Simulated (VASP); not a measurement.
Runs of VASP 6.6.1 on NaF. The structure is that of space group Fm-3m (No. 225), or close to it. The cells are those of the table. 

```csv
level,potentials or basis,cell,k mesh,smearing,grid for exact exchange (PRECFOCK),share of exact exchange,gap on the mesh (eV),pressure (GPa)
PBE,"VASP PAW PBE potentials, release 64 (Na_pv, F)","a = 3.214 Å, angles 60.0°, 2 atoms",10 × 10 × 10,fermi-dirac 0.05 eV,-,-,6.62,5.6
PBE,"VASP PAW PBE potentials, release 64 (Na_pv, F)","a = 3.281 Å, angles 60.0°, 2 atoms",10 × 10 × 10,gaussian 0.1 eV,-,-,6.28,1.8
PBEsol,"VASP PAW PBE potentials, release 64 (Na_pv, F)","a = 3.345 Å, angles 60.0°, 2 atoms",10 × 10 × 10,gaussian 0.05 eV,-,-,5.85,-2.9
PBEsol,"VASP PAW PBE potentials, release 64 (Na_pv, F)","a = 3.281 Å, angles 60.0°, 2 atoms",10 × 10 × 10,fermi-dirac 0.05 eV,-,-,6.14,-0.4
PBE0,"VASP PAW PBE potentials, release 64 (Na_pv, F)","a = 3.281 Å, angles 60.0°, 2 atoms",6 × 6 × 6,gaussian 0.01 eV,Normal,0.25,9.20,0.0
PBE,"VASP PAW PBE potentials, release 64 (Na_pv, F)","a = 3.259 Å, angles 60.0°, 2 atoms",10 × 10 × 10,fermi-dirac 0.05 eV,-,-,(c),2.9
PBEsol,"VASP PAW PBE potentials, release 64 (Na_pv, F)","a = 3.281 Å, angles 60.0°, 2 atoms",10 × 10 × 10,gaussian 0.05 eV,-,-,6.14,-0.3
PBEsol,"VASP PAW PBE potentials, release 64 (Na_pv, F)","a = 3.237 Å, angles 60.0°, 2 atoms",10 × 10 × 10,gaussian 0.05 eV,-,-,6.36,1.8
LDA,"VASP PAW LDA potentials, release 64 (Na_pv, F)","a = 3.281 Å, angles 60.0°, 2 atoms",10 × 10 × 10,gaussian 0.01 eV,-,-,(a),-4.6
PBEsol,"VASP PAW PBE potentials, release 64 (Na_pv, F)","a = 3.303 Å, angles 60.0°, 2 atoms",10 × 10 × 10,gaussian 0.05 eV,-,-,6.04,(b)
PBEsol,"VASP PAW PBE potentials, release 64 (Na_pv, F)","a = 3.259 Å, angles 60.0°, 2 atoms",10 × 10 × 10,gaussian 0.05 eV,-,-,6.25,0.6
```

Alike in all rows: task single point; no spin polarisation; cutoff (eV) 520.

Estimate the missing entries.

(a) 5.93; (b) -1.3; (c) 6.39.

Caveats: the PAW data sets were made with another functional, which shifts forces and pressure a little (at least some runs); the cell stands under pressure (at least some runs); the cell stands under tension (at least some runs).

A k mesh can miss the band edges.
